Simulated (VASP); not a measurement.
Here is a VASP 6.6.1 calculation.

The input INCAR:

```
SYSTEM = SnPb3Se4
ALGO = Normal
EDIFF = 1E-6
ENCUT = 520
GGA = PE
ISIF = 2
ISMEAR = 0
LASPH = .TRUE.
LCHARG = .FALSE.
LREAL = .FALSE.
LWAVE = .FALSE.
NBANDS = 50
NELM = 80
PREC = Accurate
SIGMA = 0.1
```

File KPOINTS:

```
k-points
0
G
  8 8 4
  0 0 0
```

The input POSCAR:

```
SnPb3Se4
1.0
    4.2819975879      0.0000000000      0.0000000000
    0.0000000000      4.2819975879      0.0000000000
    0.0000000000      0.0000000000     12.1106578082
Sn Pb Se
1 3 4
Direct
    0.5000000000      0.5000000000      0.0000000000
    0.0000000000      0.0000000000      0.7509182013
    0.0000000000      0.0000000000      0.2490817987
    0.5000000000      0.5000000000      0.5000000000
    0.0000000000      0.0000000000      0.0000000000
    0.5000000000      0.5000000000      0.2460641551
    0.0000000000      0.0000000000      0.5000000000
    0.5000000000      0.5000000000      0.7539358449
```

Potentials or basis: VASP PAW PBE potentials, release 64 (Sn_d, Pb_d, Se).

Run with:

```bash
$ cat potpaw_PBE.64/Sn_d/POTCAR potpaw_PBE.64/Pb_d/POTCAR potpaw_PBE.64/Se/POTCAR > POTCAR
$ mpirun -np 1 vasp_std > vasp.out
```

Task: Predict the band gap on the k mesh.

Result: 0.01 eV.

Task: Estimate the largest force.

Result: 0.004 eV/Å.

Task: Predict the pressure.

Result: 3.3 GPa.

Forces in eV/Å, atoms in the order of the input:
```
Sn   0.000  0.000  0.000
Pb   0.000  0.000 -0.004
Pb   0.000  0.000  0.004
Pb   0.000  0.000  0.000
Se   0.000  0.000  0.000
Se   0.000  0.000 -0.001
Se   0.000  0.000  0.000
Se   0.000  0.000  0.001
```

Caveat: the cell stands under pressure; spin-orbit coupling is left out, which moves the levels of the heavy elements. A k mesh can miss the band edges.
